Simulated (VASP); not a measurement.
A run of VASP 6.6.1:

Contents of POSCAR:

```
Ta
1.0
   -1.6462403392      1.6462403392      1.6462403392
    1.6462403392     -1.6462403392      1.6462403392
    1.6462403392      1.6462403392     -1.6462403392
Ta
1
Direct
    0.0000000000      0.0000000000      0.0000000000
```

Contents of INCAR.step1:

```
SYSTEM = Ta
  ALGO = Normal
  EDIFF = 1E-5
  ENCUT = 550
  GGA = PE
  GGA_COMPAT = .FALSE.
  ISMEAR = 0
  LASPH = .TRUE.
  LCHARG = .FALSE.
  LMAXMIX = 4
  LNONCOLLINEAR = .TRUE.
  LREAL = .FALSE.
  LSORBIT = .TRUE.
  LWAVE = .TRUE.
  MAGMOM = 0 0 0
  NBANDS = 22
  NELM = 200
  PREC = Accurate
  SIGMA = 0.1541
```

The input INCAR.step2:

```
SYSTEM = Ta
  ALGO = Normal
  EDIFF = 1E-6
  ENCUT = 550
  GGA_COMPAT = .FALSE.
  ISIF = 2
  ISMEAR = 0
  ISTART = 1
  LASPH = .TRUE.
  LCHARG = .FALSE.
  LMAXMIX = 4
  LMIXTAU = .TRUE.
  LNONCOLLINEAR = .TRUE.
  LORBIT = 11
  LORBMOM = .TRUE.
  LREAL = .FALSE.
  LSORBIT = .TRUE.
  LWAVE = .FALSE.
  MAGMOM = 0 0 0
  METAGGA = R2SCAN
  NBANDS = 22
  NELM = 200
  PREC = Accurate
  SIGMA = 0.1541
```

Contents of KPOINTS:

```
k-points
0
G
  8 8 8
  0 0 0
```

Potentials or basis: VASP PAW PBE potentials, release 64 (Ta_pv).

Command:

```console
$ cat potpaw_PBE.64/Ta_pv/POTCAR > POTCAR
$ cp INCAR.step1 INCAR
$ mpirun -np 1 vasp_ncl > vasp.out
$ cp INCAR.step2 INCAR
$ mpirun -np 1 vasp_ncl > vasp.out
```

Hardware: 1 thread of Intel(R) Xeon(R) 6975P-C (Granite Rapids), with other jobs on the host.

**Question.** Estimate the wall time of this run.

**Answer.** It took 46 s on 1 thread of Intel(R) Xeon(R) 6975P-C (Granite Rapids), on a shared host, peak memory 0.22 GiB. Counts: k points 29.
